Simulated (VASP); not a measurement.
# Mg3Se4 (Cmmm) in VASP: a series of runs

Runs on Mg3Se4. Level: PBE. Tasks: single point, relaxation of cell and atoms.

All numbers are computed with VASP 6.6.1; they aren't measurements. Logs are shortened: lines on timing, memory, paths and dates and some standing lists are left out, and cuts for length are marked.

### Step 1. The cell of the first run

It takes space group Cmmm (No. 65, orthorhombic). Conventional cell: a = 8.771 Å, b = 11.047 Å, c = 3.264 Å, α = 90.00°, β = 90.00°, γ = 90.00°. Within 3.6 Å of Mg (site symmetry 2/m) lie 6 Se at 2.73 to 2.76 Å and 2 Mg at 3.26 Å. Mg (site symmetry mmm) has 6 Se at 2.72 Å and 2 Mg at 3.26 Å within 3.6 Å. Within 3.6 Å of Se (site symmetry 2mm) lie 4 Mg at 2.72 to 2.76 Å and 2 Se at 3.26 Å. Within 3.6 Å of Se (site symmetry m2m) lie 5 Mg at 2.72 to 2.73 Å and 2 Se at 3.26 Å.

The cell was built from a structure type or drawn by symmetry, and may not be a known phase.

### Step 2. Single point, PBE

Contents of INCAR:

```
PREC = Accurate ; ENCUT = 520
EDIFF = 1E-7 ; ISMEAR = 0
SIGMA = 0.1 ; LREAL = False
LASPH = True ; NELM = 60
ALGO = Normal ; ISIF = 2
LWAVE = False ; LCHARG = True
GGA = PE ; LELF = True
LVHAR = True ; NBANDS = 24
```

Contents of KPOINTS:

```
regular mesh
0
Gamma
  6 6 10
```

Contents of POSCAR:

```
Mg3Se4
1.0
    4.3855856135     -5.5236910057      0.0000000000
    4.3855856135      5.5236910057      0.0000000000
    0.0000000000      0.0000000000      3.2644293688
Mg Se
3 4
Direct
    0.5000000000      0.0000000000      0.5000000000
    0.0000000000      0.5000000000      0.5000000000
    0.0000000000      0.0000000000      0.0000000000
    0.2473829815      0.2473829815      0.5000000000
    0.7526170185      0.7526170185      0.5000000000
    0.7535154101      0.2464845899      0.0000000000
    0.2464845899      0.7535154101      0.0000000000
```

Potentials or basis: VASP PAW PBE potentials, release 64 (Mg, Se).

The run is started by

```console
$ cat potpaw_PBE.64/Mg/POTCAR potpaw_PBE.64/Se/POTCAR > POTCAR
$ mpirun -np 1 vasp_std > vasp.out
```

OUTCAR:

```text
PREC = Accurate
   ENCUT = 520
   EDIFF = 1E-7
   ISMEAR = 0
   LREAL = False
   LASPH = True
   NELM = 60
   ISIF = 2
   GGA = PE

 ion  position               nearest neighbor table
   1  0.500  0.000  0.500-   6 2.73   7 2.73   6 2.73   7 2.73   4 2.76   5 2.76
   2  0.000  0.500  0.500-   6 2.73   7 2.73   6 2.73   7 2.73   4 2.76   5 2.76
   3  0.000  0.000  0.000-   4 2.72   5 2.72   4 2.72   5 2.72   6 2.72   7 2.72
   4  0.247  0.247  0.500-   3 2.72   3 2.72   1 2.76   2 2.76
   5  0.753  0.753  0.500-   3 2.72   3 2.72   1 2.76   2 2.76
   6  0.754  0.246  0.000-   3 2.72   2 2.73   1 2.73   1 2.73   2 2.73
   7  0.246  0.754  0.000-   3 2.72   2 2.73   1 2.73   1 2.73   2 2.73

  LATTYP: Found a base centered orthorhombic cell.
 ALAT       =     8.7711712270
 B/A-ratio  =     1.2595104719
 C/A-ratio  =     0.3721771340

  Lattice vectors:

 A1 = (   4.3855856135,  -5.5236910057,   0.0000000000)
 A2 = (   4.3855856135,   5.5236910057,   0.0000000000)
 A3 = (   0.0000000000,   0.0000000000,   3.2644293688)

Analysis of symmetry for initial positions (statically):
=====================================================================
 Subroutine PRICEL returns:
 Original cell was already a primitive cell.

 Routine SETGRP: Setting up the symmetry group for a
 base centered orthorhombic supercell.

 Subroutine GETGRP returns: Found  8 space group operations
 (whereof  8 operations were pure point group operations)
 out of a pool of  8 trial point group operations.

The static configuration has the point symmetry D_2h.

Analysis of symmetry for dynamics (positions and initial velocities):
=====================================================================
 Subroutine PRICEL returns:
 Original cell was already a primitive cell.

 Routine SETGRP: Setting up the symmetry group for a
 base centered orthorhombic supercell.

 Subroutine GETGRP returns: Found  8 space group operations
 (whereof  8 operations were pure point group operations)
 out of a pool of  8 trial point group operations.

The dynamic configuration has the point symmetry D_2h.

 Subroutine INISYM returns: Found  8 space group operations
 (whereof  8 operations are pure point group operations),
 and found     1 'primitive' translations

----------------------------------------------------------------------------------------

                                     Primitive cell

  volume of cell :     158.1591

  direct lattice vectors                    reciprocal lattice vectors
     4.385585613 -5.523691006  0.000000000     0.114009860 -0.090519184  0.000000000
     4.385585613  5.523691006  0.000000000     0.114009860  0.090519184  0.000000000
     0.000000000  0.000000000  3.264429369     0.000000000  0.000000000  0.306332252

  length of vectors
     7.052979760  7.052979760  3.264429369     0.145574622  0.145574622  0.306332252

  position of ions in fractional coordinates (direct lattice)
     0.500000000  0.000000000  0.500000000
     0.000000000  0.500000000  0.500000000
     0.000000000  0.000000000  0.000000000
     0.247382982  0.247382982  0.500000000
     0.752617018  0.752617018  0.500000000
     0.753515410  0.246484590  0.000000000
     0.246484590  0.753515410  0.000000000

  ion indices of the primitive-cell ions
   primitive index   ion index
                 1           1
                 2           2
                 3           3
                 4           4
                 5           5
                 6           6
                 7           7

----------------------------------------------------------------------------------------

 KPOINTS: regular mesh

Automatic generation of k-mesh.
 Grid dimensions read from file:
 generate k-points for:    6    6   10

 Generating k-lattice:

  Cartesian coordinates                     Fractional coordinates (reciprocal lattice)
     0.019001643 -0.015086531  0.000000000     0.166666667  0.000000000  0.000000000
     0.019001643  0.015086531  0.000000000     0.000000000  0.166666667  0.000000000
     0.000000000  0.000000000  0.030633225     0.000000000  0.000000000  0.100000000

  Length of vectors
     0.024262437  0.024262437  0.030633225

  Shift w.r.t. Gamma in fractional coordinates (k-lattice)
     0.000000000  0.000000000  0.000000000

 Subroutine IBZKPT returns following result:
 ===========================================

 Found     78 irreducible k-points:

 Following reciprocal coordinates:
            Coordinates               Weight
  0.000000  0.000000  0.000000      1.000000
  0.166667  0.000000  0.000000      4.000000
  0.333333  0.000000  0.000000      4.000000
  0.500000  0.000000  0.000000      2.000000
  0.166667  0.166667  0.000000      2.000000
  0.333333  0.166667  0.000000      4.000000
[... 16 lines left out ...]
  0.333333  0.333333  0.100000      4.000000
  0.500000  0.333333  0.100000      8.000000
 [... further k-points ...]
   k-points           NKPTS =     78   k-points in BZ     NKDIM =     78   number of bands    NBANDS=     24
   number of dos      NEDOS =    301   number of ions     NIONS =      7
   total plane-waves  NPLWV =  69984
   dimension x,y,z NGX =    54 NGY =   54 NGZ =   24
   dimension x,y,z NGXF=   108 NGYF=  108 NGZF=   48
   ions per type =               3   4
   NGX,Y,Z   is equivalent  to a cutoff of  12.73, 12.73, 12.22 a.u.
   NGXF,Y,Z  is equivalent  to a cutoff of  25.46, 25.46, 24.44 a.u.
 SYSTEM =  unknown system
   PREC   = accura    normal or accurate (medium, high low for compatibility)
   ISTART =      0    job   : 0-new  1-cont  2-samecut
   ICHARG =      2    charge: 1-file 2-atom 10-const
   ISPIN  =      1    spin polarized calculation?
   LNONCOLLINEAR =      F non collinear calculations
   LSORBIT =      F    spin-orbit coupling
   LASPH  =      T    aspherical Exc in radial PAW
   ENCUT  =  520.0 eV  38.22 Ry    6.18 a.u.  13.11 13.11  6.07*2*pi/ulx,y,z
   NELM   =     60;   NELMIN=  2; NELMDL= -5     # of ELM steps
   EDIFF  = 0.1E-06   stopping-criterion for ELM
   LREAL  =      F    real-space projection
   EDIFFG = 0.1E-05   stopping-criterion for IOM
   NSW    =      0    number of steps for IOM
   IBRION =     -1    ionic relax: 0-MD 1-quasi-New 2-CG
   NFREE  =      0    steps in history (QN), initial steepest desc. (CG)
   ISIF   =      2    stress and relaxation
   ISYM   =      2    0-nonsym 1-usesym 2-fastsym
   POTIM  = 0.5000    time-step for ionic-motion
   TEBEG  =    0.0;   TEEND  =   0.0 temperature during run
   PSTRESS=    0.0 pullay stress
   NELECT =      30.0000    total number of electrons
   NUPDOWN=      -1.0000    fix difference up-down
   EMIN   =  10.00;   EMAX   =-10.00  energy-range for DOS
   EFERMI =   0.00;   METHOD = LEGACY
   ISMEAR =     0;   SIGMA  =   0.10  broadening in eV -4-tet -1-fermi 0-gaus
   EFERMI_NEDOS =   21; number of points for ismear=-14 and -15
   IALGO  =     38    algorithm
   IMIX   =      4    mixing-type and parameters
     AMIX     =   0.40;   BMIX     =  1.00
     AMIX_MAG =   1.60;   BMIX_MAG =  1.00
  volume/ion in A,a.u.               =      22.59       152.47
  Fermi-wavevector in a.u.,A,eV,Ry     =   0.940626  1.777526 12.038136  0.884778
  Thomas-Fermi vector in A             =   2.068057
   LORBIT       =      0    0 simple, 1 ext, 2 COOP (PROOUT), +10 PAW based schemes
   GGA     = PE    functional components
   LHFCALC =     F    Hartree Fock is set to
   AEXX    =    0.0000 exact exchange contribution
   IVDW    =     0    specifies the selected vdW correction
   LEPSILON=     F    determine dielectric tensor
   LRPA    =     F    only Hartree local field effects (RPA)
 non-spin polarized calculation
 Gauss-broadening in eV      SIGMA  =   0.10
  energy-cutoff  :      520.00
  volume of cell :      158.16
 maximum number of plane-waves:      4292
 NGX is ok and might be reduce to    54
   NGX = 27   NGY = 27   NGZ = 13

 number of electron      30.0000002 magnetization

 Free energy of the ion-electron system (eV)
  ---------------------------------------------------
  ext. energy  EPLUGINS =         0.00000000
  ---------------------------------------------------
  free energy    TOTEN  =       -24.31546315 eV

  energy without entropy =      -24.30496815  energy(sigma->0) =      -24.31021565

 E-fermi :   2.5527     XC(G=0):  -9.0921

 val. band max:        2.5499487986   @ k =   0.5000   0.3333   0.1000
 cond. band min:       2.5591301556   @ k =   0.5000   0.0000   0.1000
 fundamental gap:      0.0091813571
 Fermi energy:         2.5527242767

 k-point     1 :       0.0000    0.0000    0.0000
  band No.  band energies     occupation
      1     -10.6168      2.00000
      2     -10.0188      2.00000
      3      -9.5550      2.00000
      4      -9.2885      2.00000
      5      -3.0998      2.00000
      6      -1.7634      2.00000
[... 16 lines left out ...]
     23       9.9053      0.00000
     24      10.3178      0.00000

 k-point     2 :       0.1667    0.0000    0.0000
  band No.  band energies     occupation
      1     -10.5779      2.00000
      2     -10.0427      2.00000
      3      -9.5656      2.00000
      4      -9.3181      2.00000
      5      -2.9592      2.00000
      6      -1.6727      2.00000
[... 16 lines left out ...]
     23       9.4206      0.00000
     24      10.2178      0.00000

 k-point     3 :       0.3333    0.0000    0.0000
  band No.  band energies     occupation
      1     -10.4716      2.00000
      2     -10.1311      2.00000
      3      -9.5572      2.00000
      4      -9.3939      2.00000
      5      -2.5905      2.00000
      6      -1.6556      2.00000
[... 16 lines left out ...]
     23       9.4714      0.00000
     24       9.8210      0.00000
[... 514 lines left out ...]
 k-point    23 :       0.3333    0.3333    0.1000
  band No.  band energies     occupation
      1     -10.1997      2.00000
      2     -10.1239      2.00000
      3      -9.5891      2.00000
      4      -9.3912      2.00000
      5      -1.7570      2.00000
      6      -1.6099      2.00000
[... 16 lines left out ...]
     23       9.7911      0.00000
     24      10.1406      0.00000

 k-point    24 :       0.5000    0.3333    0.1000
  band No.  band energies     occupation
      1     -10.2126      2.00000
      2     -10.0597      2.00000
      3      -9.5720      2.00000
      4      -9.4793      2.00000
      5      -2.0459      2.00000
      6      -1.0667      2.00000
[... 16 lines left out ...]
     23      10.2492      0.00000
     24      10.2958      0.00000

 [... further k-points ...]

------------------------ aborting loop because EDIFF is reached ----------------------------------------

  FORCE on cell =-STRESS in cart. coord.  units (eV):
  Direction    XX          YY          ZZ          XY          YZ          ZX
  --------------------------------------------------------------------------------------
  -------------------------------------------------------------------------------------
  Total       -0.1117024     -0.0789528     -0.0510410      0.0000000      0.0000000      0.0000000
  in kB       -1.1315632     -0.7998042     -0.5170534      0.0000000      0.0000000      0.0000000
  external PRESSURE =      -0.8161403 kB  Pullay stress =       0.0000000 kB

 VOLUME and BASIS-vectors are now :
 -----------------------------------------------------------------------------
  energy-cutoff  :      520.00
  volume of cell :      158.16
      direct lattice vectors                 reciprocal lattice vectors
     4.385585613 -5.523691006  0.000000000     0.114009860 -0.090519184  0.000000000
     4.385585613  5.523691006  0.000000000     0.114009860  0.090519184  0.000000000
     0.000000000  0.000000000  3.264429369     0.000000000  0.000000000  0.306332252

 POSITION                                       TOTAL-FORCE (eV/Angst)
 -----------------------------------------------------------------------------------
      2.19279     -2.76185      1.63221        -0.000000     -0.000000      0.000000
      2.19279      2.76185      1.63221        -0.000000     -0.000000      0.000000
      0.00000      0.00000      0.00000        -0.000000     -0.000000      0.000000
      2.16984      0.00000      1.63221        -0.009277     -0.000000     -0.000000
      6.60133      0.00000      1.63221         0.009277     -0.000000      0.000000
      4.38559     -2.80068      0.00000        -0.000000     -0.008323      0.000000
      4.38559      2.80068      0.00000        -0.000000      0.008323     -0.000000
 -----------------------------------------------------------------------------------
    total drift:                                0.000000     -0.000000      0.000000

  FREE ENERGIE OF THE ION-ELECTRON SYSTEM (eV)
  ---------------------------------------------------
  free  energy   TOTEN  =       -24.3154631461 eV

  energy  without entropy=      -24.3049681469  energy(sigma->0) =      -24.31021565
```

It took 7 min on 1 thread of AMD EPYC 7R43 (Zen 3), shared host; peak memory 0.39 GiB.

What came out:

| Property | Result |
| --- | --- |
| Free energy | -24.3155 eV |
| Pressure | -0.1 GPa |
| Largest force | 0.009 eV/Å |
| Band gap on the k mesh | zero (bands 15 and 16 overlap by 2.22 eV) |

Forces on the atoms (eV/Å):
```
Mg   0.000  0.000  0.000
Mg   0.000  0.000  0.000
Mg   0.000  0.000  0.000
Se  -0.009  0.000  0.000
Se   0.009  0.000  0.000
Se   0.000 -0.008  0.000
Se   0.000  0.008  0.000
```

Levels at points of the mesh, in eV from the Fermi level:
| k point | band 14 | band 15 | band 16 | band 17 | band 18 | band 19 |
| --- | --- | --- | --- | --- | --- | --- |
| (0.00, 0.00, 0.00) | 0.80 | 0.84 | 1.43 | 1.69 | 3.53 | 4.05 |
| (0.50, 0.00, 0.00) | 0.73 | 1.46 | 1.53 | 3.11 | 3.51 | 4.80 |
| (0.50, 0.50, 0.00) | 0.80 | 1.37 | 1.41 | 2.86 | 4.59 | 5.85 |
| (0.00, 0.00, 0.50) | -1.44 | -1.39 | -0.51 | 3.44 | 4.19 | 5.20 |
| (0.50, 0.00, 0.50) | -1.11 | -0.89 | -0.68 | 3.11 | 3.40 | 4.45 |
| (0.50, 0.50, 0.50) | -0.96 | -0.51 | -0.43 | 1.72 | 2.57 | 4.03 |

### Step 3. Relaxation of cell and atoms, PBE

This run uses another cell than the first one, of 22.10 Å³/atom.

Contents of INCAR:

```
SYSTEM = Mg3Se4
  ALGO = Normal
  EDIFF = 1E-6
  EDIFFG = -0.01
  ENCUT = 600
  GGA = PE
  IBRION = 2
  ISIF = 3
  ISMEAR = 0
  LASPH = .True.
  LCHARG = .False.
  LREAL = .False.
  LWAVE = .False.
  NELM = 100
  NSW = 100
  PREC = Accurate
  SIGMA = 0.1
```

Contents of KPOINTS:

```
k-points
0
Gamma
  6 6 10
  0 0 0
```

Contents of POSCAR:

```
Mg3Se4
1.0
    4.5149115430     -5.4466095411      0.0000000000
    4.5149115430      5.4466095411      0.0000000000
    0.0000000000      0.0000000000      3.1457619887
Mg Se
3 4
Direct
    0.5000000000      0.0000000000      0.5000000000
    0.0000000000      0.5000000000      0.5000000000
    0.0000000000      0.0000000000      0.0000000000
    0.2410168588      0.2410168588      0.5000000000
    0.7589831412      0.7589831412      0.5000000000
    0.7465029067      0.2534970933      0.0000000000
    0.2534970933      0.7465029067      0.0000000000
```

Potentials or basis: VASP PAW PBE potentials, release 64 (Mg, Se).

The run is started by

```console
$ cat potpaw_PBE.64/Mg/POTCAR potpaw_PBE.64/Se/POTCAR > POTCAR
$ mpirun -np 1 vasp_std > vasp.out
```

Run time: 16 min. Hardware: 1 thread of Intel Xeon 6975P-C (Granite Rapids), shared host; peak memory 0.51 GiB.

The run converged. Its results:

```yaml
Free_energy: -24.3158 eV
Relaxed_volume: 22.56 Å³/atom
Relaxed_cell: a = 7.048 Å, b = 7.048 Å, c = 3.265 Å, α = 90.00°, β = 90.00°, γ = 103.18°
Space_group_after_relaxing_to_0.1_Å: Cmmm (No. 65)
Energy_gained_by_relaxing: 11.5 meV/atom
Ionic_steps: 14
Pressure_after_relaxing: 0.0 GPa
Band_gap_on_the_k_mesh: zero (bands 15 and 16 overlap by 2.22 eV)
```

Forces in eV/Å, atoms in the order of the input:
```
Mg   0.000  0.000  0.000
Mg   0.000  0.000  0.000
Mg   0.000  0.000  0.000
Se  -0.003  0.000  0.000
Se   0.003  0.000  0.000
Se   0.000 -0.003  0.000
Se   0.000  0.003  0.000
```

Step by step:
```
step  energy change (eV)  largest force (eV/Å)  pressure (GPa)  volume (Å³)
   1              0.0000                0.0915            0.91       154.71
   2             -0.0572                0.0843            0.02       157.51
   3             -0.0644                0.0811           -0.38       158.95
   4             -0.0689                0.0771            0.06       157.83
   5             -0.0691                0.0963            0.18       157.55
   6             -0.0714                0.0905            0.09       157.79
   7             -0.0737                0.0781           -0.08       158.27
   8             -0.0762                0.0662           -0.06       158.11
   9             -0.0793                0.0312            0.01       157.63
  10             -0.0799                0.0164            0.07       157.57
  11             -0.0801                0.0087            0.10       157.53
  12             -0.0801                0.0141           -0.12       158.28
  13             -0.0802                0.0100           -0.01       157.91
  14             -0.0802                0.0028            0.00       157.93
```

Final structure:
```
Mg Se
1.0
     4.37876   -5.52313    0.00000
     4.37876    5.52313    0.00000
     0.00000    0.00000    3.26513
Mg Se
3 4
Direct
  0.50000 0.00000 0.50000
  0.00000 0.50000 0.50000
  0.00000 0.00000 0.00000
  0.24761 0.24761 0.50000
  0.75239 0.75239 0.50000
  0.75369 0.24631 0.00000
  0.24631 0.75369 0.00000
```

Levels at points of the mesh, in eV from the Fermi level:
| k point | band 12 | band 13 | band 14 | band 15 | band 16 | band 17 | band 18 | band 19 |
| --- | --- | --- | --- | --- | --- | --- | --- | --- |
| (0.00, 0.00, 0.00) | -0.19 | 0.46 | 0.83 | 0.84 | 1.44 | 1.69 | 3.55 | 4.06 |
| (0.50, 0.00, 0.00) | -0.43 | 0.64 | 0.72 | 1.47 | 1.53 | 3.14 | 3.53 | 4.82 |
| (0.50, 0.50, 0.00) | -1.50 | 0.72 | 0.80 | 1.37 | 1.41 | 2.88 | 4.60 | 5.88 |
| (0.00, 0.00, 0.50) | -1.77 | -1.61 | -1.44 | -1.39 | -0.50 | 3.46 | 4.20 | 5.22 |
| (0.50, 0.00, 0.50) | -1.59 | -1.20 | -1.11 | -0.89 | -0.68 | 3.12 | 3.41 | 4.46 |
| (0.50, 0.50, 0.50) | -1.23 | -1.07 | -0.94 | -0.50 | -0.42 | 1.73 | 2.59 | 4.04 |
